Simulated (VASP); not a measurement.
Write the native input for VASP 6.6.1 that does the following.

```
Task                   : relaxation of cell and atoms
Functional             : PBE
Potentials or basis    : VASP PAW PBE potentials, release 64 (Ga_d, S)
Cutoff                 : 600 eV
k mesh                 : 12 × 12 × 8
Occupations            : gaussian, width 0.1 eV
Spin                   : no spin polarisation
Dipole correction      : no
Further INCAR settings : ALGO = Normal; EDIFF = 1e-06; IBRION = 2; EDIFFG = -0.01; NSW = 100; ISIF = 3
```

The structure of Ga3S2 lies in POSCAR:

```
Ga3S2
1.0
    4.8497389634      0.0000000000      0.0000000000
   -2.4248694817      4.1999971440      0.0000000000
    0.0000000000      0.0000000000      4.9754411847
Ga S
3 2
Direct
    0.3333333333      0.6666666667      0.5000000000
    0.6666666667      0.3333333333      0.5000000000
    0.0000000000      0.0000000000      0.5000000000
    0.3333333333      0.6666666667      0.0000000000
    0.6666666667      0.3333333333      0.0000000000
```

The cell was generated, and may not be a known phase.

One way to write it, as run:

INCAR

```
PREC = Accurate ; ENCUT = 600
EDIFF = 1E-6 ; ISMEAR = 0
SIGMA = 0.1 ; LREAL = F
LASPH = T ; NELM = 60
ALGO = Normal ; ISIF = 3
LWAVE = F ; LCHARG = F
GGA = PE ; IBRION = 2
NSW = 100 ; EDIFFG = -0.01
```

KPOINTS

```
regular mesh
0
Gamma
  12 12 8
```

Potentials or basis: VASP PAW PBE potentials, release 64 (Ga_d, S).

Command:

```console
$ cat potpaw_PBE.64/Ga_d/POTCAR potpaw_PBE.64/S/POTCAR > POTCAR
$ mpirun -np 1 vasp_std > vasp.out
```

Results of the run:

The relaxed volume is 20.29 Å³/atom. The relaxed cell is a = 4.839 Å, b = 4.839 Å, c = 5.002 Å, α = 90.00°, β = 90.00°, γ = 120.00°. The space group after relaxing (to 0.1 Å) is P6/mmm (No. 191) and the energy gained by relaxing is 0.4 meV/atom. The ionic steps are 4 and the pressure after relaxing is 0.0 GPa. The band gap on the k mesh is zero (an odd number of electrons rules out a gap without spin polarisation).

Run time: 11 min on 1 thread of Intel(R) Xeon(R) Platinum 8488C (Sapphire Rapids), on a shared host, peak memory 0.45 GiB.
